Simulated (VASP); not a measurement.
# SbS2 (Pnnm) in VASP: a series of runs

The runs below take SbS2 through single point, with PBE.

Everything below comes from runs of VASP 6.6.1. Logs are shortened: lines on timing, memory, paths and dates and some standing lists are left out, and cuts for length are marked.

## (1) The cell of the first run

Symmetry: Pnnm, No. 58, orthorhombic system. Conventional cell: a = 5.967 Å, b = 6.148 Å, c = 4.016 Å, α = 90.00°, β = 90.00°, γ = 90.00°. Sb (site symmetry 2/m) has 6 S at 2.59 to 2.64 Å within 3.4 Å. Within 3.4 Å of S (site symmetry m) lie 3 Sb at 2.59 to 2.64 Å.

## (2) Single point, PBE

INCAR

```
  PREC = Accurate
  ENCUT = 520
  EDIFF = 1E-7
  ISMEAR = 0
  SIGMA = 0.1
  LREAL = F
  LASPH = T
  NELM = 80
  ALGO = Normal
  ISIF = 2
  LWAVE = F
  LCHARG = F
  GGA = PE
  NBANDS = 26
```

KPOINTS

```
regular mesh
0
Gamma
  4 4 4
```

POSCAR

```
SbS2
1.0
    5.9668100683      0.0000000000      0.0000000000
    0.0000000000      6.1484917851      0.0000000000
    0.0000000000      0.0000000000      4.0161221614
Sb S
2 4
Direct
    0.5000000000      0.5000000000      0.5000000000
    0.0000000000      0.0000000000      0.0000000000
    0.2250000000      0.8250000000      0.5000000000
    0.7250000000      0.6750000000      0.0000000000
    0.7750000000      0.1750000000      0.5000000000
    0.2750000000      0.3250000000      0.0000000000
```

Potentials or basis: VASP PAW PBE potentials, release 64 (Sb, S).

Run with:

```sh
$ cat potpaw_PBE.64/Sb/POTCAR potpaw_PBE.64/S/POTCAR > POTCAR
$ mpirun -np 1 vasp_std > vasp.out
```

OUTCAR:

```text
PREC = Accurate
   ENCUT = 520
   EDIFF = 1E-7
   ISMEAR = 0
   LREAL = F
   LASPH = T
   NELM = 80
   ISIF = 2
   GGA = PE

 ion  position               nearest neighbor table
   1  0.500  0.500  0.500-   3 2.59   5 2.59   4 2.64   6 2.64   4 2.64   6 2.64
   2  0.000  0.000  0.000-   4 2.59   6 2.59   5 2.64   3 2.64   3 2.64   5 2.64
   3  0.225  0.825  0.500-   1 2.59   2 2.64   2 2.64
   4  0.725  0.675  0.000-   2 2.59   1 2.64   1 2.64
   5  0.775  0.175  0.500-   1 2.59   2 2.64   2 2.64
   6  0.275  0.325  0.000-   2 2.59   1 2.64   1 2.64

  LATTYP: Found a simple orthorhombic cell.
 ALAT       =     4.0161221614
 B/A-ratio  =     1.4857142857
 C/A-ratio  =     1.5309523809

  Lattice vectors:

 A1 = (   0.0000000000,   0.0000000000,   4.0161221614)
 A2 = (   5.9668100683,   0.0000000000,   0.0000000000)
 A3 = (   0.0000000000,   6.1484917851,   0.0000000000)

Analysis of symmetry for initial positions (statically):
=====================================================================
 Subroutine PRICEL returns:
 Original cell was already a primitive cell.

 Routine SETGRP: Setting up the symmetry group for a
 simple orthorhombic supercell.

 Subroutine GETGRP returns: Found  8 space group operations
 (whereof  4 operations were pure point group operations)
 out of a pool of  8 trial point group operations.

The static configuration has the point symmetry C_2h.
 The point group associated with its full space group is D_2h.

Analysis of symmetry for dynamics (positions and initial velocities):
=====================================================================
 Subroutine PRICEL returns:
 Original cell was already a primitive cell.

 Routine SETGRP: Setting up the symmetry group for a
 simple orthorhombic supercell.

 Subroutine GETGRP returns: Found  8 space group operations
 (whereof  4 operations were pure point group operations)
 out of a pool of  8 trial point group operations.

The dynamic configuration has the point symmetry C_2h.
 The point group associated with its full space group is D_2h.

 Subroutine INISYM returns: Found  8 space group operations
 (whereof  4 operations are pure point group operations),
 and found     1 'primitive' translations

----------------------------------------------------------------------------------------

                                     Primitive cell

  volume of cell :     147.3390

  direct lattice vectors                    reciprocal lattice vectors
     5.966810068  0.000000000  0.000000000     0.167593737  0.000000000  0.000000000
     0.000000000  6.148491785  0.000000000     0.000000000  0.162641512  0.000000000
     0.000000000  0.000000000  4.016122161     0.000000000  0.000000000  0.248996410

  length of vectors
     5.966810068  6.148491785  4.016122161     0.167593737  0.162641512  0.248996410

  position of ions in fractional coordinates (direct lattice)
     0.500000000  0.500000000  0.500000000
     0.000000000  0.000000000  0.000000000
     0.225000000  0.825000000  0.500000000
     0.725000000  0.675000000  0.000000000
     0.775000000  0.175000000  0.500000000
     0.275000000  0.325000000  0.000000000

  ion indices of the primitive-cell ions
   primitive index   ion index
                 1           1
                 2           2
                 3           3
                 4           4
                 5           5
                 6           6

----------------------------------------------------------------------------------------

 KPOINTS: regular mesh

Automatic generation of k-mesh.
 Grid dimensions read from file:
 generate k-points for:    4    4    4

 Generating k-lattice:

  Cartesian coordinates                     Fractional coordinates (reciprocal lattice)
     0.041898434  0.000000000  0.000000000     0.250000000  0.000000000  0.000000000
     0.000000000  0.040660378  0.000000000     0.000000000  0.250000000  0.000000000
     0.000000000  0.000000000  0.062249102     0.000000000  0.000000000  0.250000000

  Length of vectors
     0.041898434  0.040660378  0.062249102

  Shift w.r.t. Gamma in fractional coordinates (k-lattice)
     0.000000000  0.000000000  0.000000000

 Subroutine IBZKPT returns following result:
 ===========================================

 Found     27 irreducible k-points:

 Following reciprocal coordinates:
            Coordinates               Weight
  0.000000  0.000000  0.000000      1.000000
  0.250000  0.000000  0.000000      2.000000
  0.500000  0.000000  0.000000      1.000000
  0.000000  0.250000  0.000000      2.000000
  0.250000  0.250000  0.000000      4.000000
  0.500000  0.250000  0.000000      2.000000
[... 16 lines left out ...]
  0.250000  0.250000  0.500000      4.000000
  0.500000  0.250000  0.500000      2.000000
 [... further k-points ...]
   k-points           NKPTS =     27   k-points in BZ     NKDIM =     27   number of bands    NBANDS=     26
   number of dos      NEDOS =    301   number of ions     NIONS =      6
   total plane-waves  NPLWV =  69120
   dimension x,y,z NGX =    48 NGY =   48 NGZ =   30
   dimension x,y,z NGXF=    96 NGYF=   96 NGZF=   60
   ions per type =               2   4
   NGX,Y,Z   is equivalent  to a cutoff of  13.37, 12.98, 12.42 a.u.
   NGXF,Y,Z  is equivalent  to a cutoff of  26.75, 25.96, 24.84 a.u.
 SYSTEM =  unknown system
   PREC   = accura    normal or accurate (medium, high low for compatibility)
   ISTART =      0    job   : 0-new  1-cont  2-samecut
   ICHARG =      2    charge: 1-file 2-atom 10-const
   ISPIN  =      1    spin polarized calculation?
   LNONCOLLINEAR =      F non collinear calculations
   LSORBIT =      F    spin-orbit coupling
   LASPH  =      T    aspherical Exc in radial PAW
   ENCUT  =  520.0 eV  38.22 Ry    6.18 a.u.  11.09 11.43  7.47*2*pi/ulx,y,z
   NELM   =     80;   NELMIN=  2; NELMDL= -5     # of ELM steps
   EDIFF  = 0.1E-06   stopping-criterion for ELM
   LREAL  =      F    real-space projection
   EDIFFG = 0.1E-05   stopping-criterion for IOM
   NSW    =      0    number of steps for IOM
   IBRION =     -1    ionic relax: 0-MD 1-quasi-New 2-CG
   NFREE  =      0    steps in history (QN), initial steepest desc. (CG)
   ISIF   =      2    stress and relaxation
   ISYM   =      2    0-nonsym 1-usesym 2-fastsym
   POTIM  = 0.5000    time-step for ionic-motion
   TEBEG  =    0.0;   TEEND  =   0.0 temperature during run
   PSTRESS=    0.0 pullay stress
   NELECT =      34.0000    total number of electrons
   NUPDOWN=      -1.0000    fix difference up-down
   EMIN   =  10.00;   EMAX   =-10.00  energy-range for DOS
   EFERMI =   0.00;   METHOD = LEGACY
   ISMEAR =     0;   SIGMA  =   0.10  broadening in eV -4-tet -1-fermi 0-gaus
   EFERMI_NEDOS =   21; number of points for ismear=-14 and -15
   IALGO  =     38    algorithm
   IMIX   =      4    mixing-type and parameters
     AMIX     =   0.40;   BMIX     =  1.00
     AMIX_MAG =   1.60;   BMIX_MAG =  1.00
  volume/ion in A,a.u.               =      24.56       165.72
  Fermi-wavevector in a.u.,A,eV,Ry     =   1.004142  1.897554 13.718776  1.008302
  Thomas-Fermi vector in A             =   2.136739
   LORBIT       =      0    0 simple, 1 ext, 2 COOP (PROOUT), +10 PAW based schemes
   GGA     = PE    functional components
   LHFCALC =     F    Hartree Fock is set to
   AEXX    =    0.0000 exact exchange contribution
   IVDW    =     0    specifies the selected vdW correction
   LEPSILON=     F    determine dielectric tensor
   LRPA    =     F    only Hartree local field effects (RPA)
 non-spin polarized calculation
 Gauss-broadening in eV      SIGMA  =   0.10
  energy-cutoff  :      520.00
  volume of cell :      147.34
 maximum number of plane-waves:      3988
 NGX is ok and might be reduce to    48
   NGX = 23   NGY = 23   NGZ = 15

 number of electron      33.9999998 magnetization

 Free energy of the ion-electron system (eV)
  ---------------------------------------------------
  ext. energy  EPLUGINS =         0.00000000
  ---------------------------------------------------
  free energy    TOTEN  =       -24.53547120 eV

  energy without entropy =      -24.50600271  energy(sigma->0) =      -24.52073696

 E-fermi :   4.6629     XC(G=0):  -9.2220

 val. band max:        4.6396679582   @ k =   0.2500   0.2500   0.0000
 cond. band min:       4.6690285120   @ k =   0.2500   0.5000   0.2500
 fundamental gap:      0.0293605538
 Fermi energy:         4.6629139071

 k-point     1 :       0.0000    0.0000    0.0000
  band No.  band energies     occupation
      1      -9.7436      2.00000
      2      -7.6151      2.00000
      3      -7.5780      2.00000
      4      -7.5401      2.00000
      5      -5.2389      2.00000
      6      -0.7105      2.00000
[... 18 lines left out ...]
     25      10.2427      0.00000
     26      11.6439      0.00000

 k-point     2 :       0.2500    0.0000    0.0000
  band No.  band energies     occupation
      1      -9.5738      2.00000
      2      -8.3510      2.00000
      3      -7.4927      2.00000
      4      -7.2008      2.00000
      5      -4.7710      2.00000
      6      -2.1415      2.00000
[... 18 lines left out ...]
     25      11.0435      0.00000
     26      11.6886      0.00000

 k-point     3 :       0.5000    0.0000    0.0000
  band No.  band energies     occupation
      1      -9.0846      2.00000
      2      -9.0846      2.00000
      3      -7.2959      2.00000
      4      -7.2959      2.00000
      5      -3.6187      2.00000
      6      -3.6187      2.00000
[... 18 lines left out ...]
     25      11.5693      0.00000
     26      11.5693      0.00000

 k-point     4 :       0.0000    0.2500    0.0000
  band No.  band energies     occupation
      1      -9.5773      2.00000
      2      -8.3601      2.00000
      3      -7.5171      2.00000
      4      -7.1559      2.00000
      5      -4.7787      2.00000
      6      -2.0623      2.00000
[... 18 lines left out ...]
     25      10.7830      0.00000
     26      11.8562      0.00000

 k-point     5 :       0.2500    0.2500    0.0000
  band No.  band energies     occupation
      1      -9.4227      2.00000
      2      -8.5131      2.00000
      3      -7.6565      2.00000
      4      -7.2236      2.00000
      5      -4.3162      2.00000
      6      -2.3985      2.00000
[... 18 lines left out ...]
     25      11.0690      0.00000
     26      11.6296      0.00000

 k-point     6 :       0.5000    0.2500    0.0000
  band No.  band energies     occupation
      1      -9.0002      2.00000
      2      -9.0002      2.00000
      3      -7.5002      2.00000
      4      -7.5002      2.00000
      5      -3.3252      2.00000
      6      -3.3252      2.00000
[... 427 lines left out ...]
 k-point    21 :       0.5000    0.0000    0.5000
  band No.  band energies     occupation
      1      -7.8387      2.00000
      2      -7.8387      2.00000
      3      -7.6933      2.00000
      4      -7.6933      2.00000
      5      -4.4576      2.00000
      6      -4.4576      2.00000
[... 18 lines left out ...]
     25      11.5796      0.00000
     26      11.5796      0.00000

 k-point    22 :       0.0000    0.2500    0.5000
  band No.  band energies     occupation
      1      -8.0787      2.00000
      2      -8.0787      2.00000
      3      -7.3893      2.00000
      4      -7.3893      2.00000
      5      -4.6356      2.00000
      6      -4.6356      2.00000
[... 18 lines left out ...]
     25      11.2061      0.00000
     26      11.2061      0.00000

 k-point    23 :       0.2500    0.2500    0.5000
  band No.  band energies     occupation
      1      -8.1044      2.00000
      2      -7.8875      2.00000
      3      -7.6390      2.00000
      4      -7.2732      2.00000
      5      -4.9077      2.00000
      6      -4.4799      2.00000
[... 18 lines left out ...]
     25      11.3569      0.00000
     26      11.3678      0.00000

 k-point    24 :       0.5000    0.2500    0.5000
  band No.  band energies     occupation
      1      -7.9650      2.00000
      2      -7.9650      2.00000
      3      -7.4807      2.00000
      4      -7.4807      2.00000
      5      -4.7600      2.00000
      6      -4.7600      2.00000
[... 18 lines left out ...]
     25      11.4715      0.00000
     26      11.4715      0.00000

 [... further k-points ...]
[... 5 lines left out ...]
  --------------------------------------------------------------------------------------
  -------------------------------------------------------------------------------------
  Total        0.9465785      1.7997133      0.3020009     -0.0000000      0.0000000      0.0000000
  in kB       10.2931778     19.5702413      3.2839849     -0.0000000      0.0000000      0.0000000
  external PRESSURE =      11.0491347 kB  Pullay stress =       0.0000000 kB

 VOLUME and BASIS-vectors are now :
 -----------------------------------------------------------------------------
  energy-cutoff  :      520.00
  volume of cell :      147.34
      direct lattice vectors                 reciprocal lattice vectors
     5.966810068  0.000000000  0.000000000     0.167593737  0.000000000  0.000000000
     0.000000000  6.148491785  0.000000000     0.000000000  0.162641512  0.000000000
     0.000000000  0.000000000  4.016122161     0.000000000  0.000000000  0.248996410

 POSITION                                       TOTAL-FORCE (eV/Angst)
 -----------------------------------------------------------------------------------
      2.98341      3.07425      2.00806         0.000000      0.000000      0.000000
      0.00000      0.00000      0.00000         0.000000      0.000000      0.000000
      1.34253      5.07251      2.00806        -0.236480      0.257270      0.000000
      4.32594      4.15023      0.00000        -0.236480     -0.257270      0.000000
      4.62428      1.07599      2.00806         0.236480     -0.257270      0.000000
      1.64087      1.99826      0.00000         0.236480      0.257270     -0.000000
 -----------------------------------------------------------------------------------
    total drift:                               -0.000000      0.000000      0.000000

  FREE ENERGIE OF THE ION-ELECTRON SYSTEM (eV)
  ---------------------------------------------------
  free  energy   TOTEN  =       -24.5354712014 eV

  energy  without entropy=      -24.5060027144  energy(sigma->0) =      -24.52073696
```

Wall time 62 s (1 thread of Intel Xeon Platinum 8375C at 2.90GHz (Ice Lake), shared host); peak memory 0.27 GiB.

Results:

```yaml
Free_energy: -24.5355 eV
Pressure: 1.1 GPa
Largest_force: 0.349 eV/Å
Band_gap_on_the_k_mesh: zero (band 17 reaches 5.55 eV, above the bottom of band 18 at 4.15 eV)
```

Forces on the atoms (eV/Å):
```
Sb   0.000  0.000  0.000
Sb   0.000  0.000  0.000
S   -0.236  0.257  0.000
S   -0.236 -0.257  0.000
S    0.236 -0.257  0.000
S    0.236  0.257  0.000
```

Caveat: the k points lie up to 0.39 Å⁻¹ apart; spin-orbit coupling is left out, which moves the levels of the heavy elements.

## (3) Single point, PBE

This run uses another cell than the first one, of 25.20 Å³/atom, 1.026 times its volume.

INCAR

```
PREC     = Accurate       # precision mode
ENCUT    = 520            # plane-wave cutoff, eV
EDIFF    = 1E-6           # SCF threshold, eV
ISMEAR   = 0              # smearing method
SIGMA    = 0.1            # smearing width, eV
LREAL    = F              # projectors in reciprocal space
LASPH    = T              # aspherical terms in the spheres
NELM     = 80             # most SCF steps
ALGO     = Normal         # electronic algorithm
ISIF     = 2              # what is computed and relaxed
LWAVE    = F              # write WAVECAR
LCHARG   = F              # write CHGCAR
GGA      = PE             # functional
NBANDS   = 26             # bands
```

KPOINTS

```
Automatic mesh
0
Gamma
  6 6 10
```

POSCAR

```
SbS2
1.0
    5.9901682993      0.0000000000      0.0000000000
    0.0000000000      6.2208430113      0.0000000000
    0.0000000000      0.0000000000      4.0579312515
Sb S
2 4
Direct
    0.5000000000      0.5000000000      0.5000000000
    0.0000000000      0.0000000000      0.0000000000
    0.2166146471      0.8287480962      0.5000000000
    0.7166146471      0.6712519038      0.0000000000
    0.7833853529      0.1712519038      0.5000000000
    0.2833853529      0.3287480962      0.0000000000
```

Potentials or basis: VASP PAW PBE potentials, release 64 (Sb, S).

Run with:

```sh
$ cat potpaw_PBE.64/Sb/POTCAR potpaw_PBE.64/S/POTCAR > POTCAR
$ mpirun -np 1 vasp_std > vasp.out
```

It took 3.3 min on 1 thread of Intel Xeon Platinum 8375C at 2.90GHz (Ice Lake), shared host; peak memory 0.45 GiB.

Results (log left out):

| Property | Result |
| --- | --- |
| Free energy | -24.5923 eV |
| Pressure | -0.2 GPa |
| Largest force | 0.007 eV/Å |
| Band gap on the k mesh | zero (band 17 reaches 5.28 eV, above the bottom of band 18 at 3.66 eV) |

Forces in eV/Å, atoms in the order of the input:
```
Sb   0.000  0.000  0.000
Sb   0.000  0.000  0.000
S   -0.006 -0.004  0.000
S   -0.006  0.004  0.000
S    0.006  0.004  0.000
S    0.006 -0.004  0.000
```

Stress tensor (GPa, compression positive):
```
-0.15  0.00  0.00
 0.00 -0.11  0.00
 0.00  0.00 -0.24
```

Levels at points of the mesh, in eV from the Fermi level:
```tsv
k point	band 14	band 15	band 16	band 17	band 18	band 19	band 20	band 21
(0.00, 0.00, 0.00)	-1.64	-0.58	-0.57	-0.03	0.02	1.25	1.30	2.33
(0.50, 0.00, 0.00)	-1.54	-0.73	-0.73	-0.48	-0.48	2.03	2.03	3.12
(0.00, 0.50, 0.00)	-1.51	-0.91	-0.91	-0.25	-0.25	2.04	2.04	3.31
(0.50, 0.50, 0.00)	-1.74	-1.00	-1.00	-0.68	-0.68	2.36	2.36	3.79
(0.00, 0.00, 0.50)	-1.57	-1.37	-1.37	0.18	0.18	4.15	4.15	5.06
(0.50, 0.00, 0.50)	-1.16	-0.85	-0.85	0.94	0.94	1.59	1.59	4.58
(0.00, 0.50, 0.50)	-1.21	-1.07	-1.07	0.68	0.68	1.51	1.51	4.63
(0.50, 0.50, 0.50)	-1.19	-0.82	-0.82	-0.25	-0.25	3.66	3.66	4.13
```

Caveat: spin-orbit coupling is left out, which moves the levels of the heavy elements.
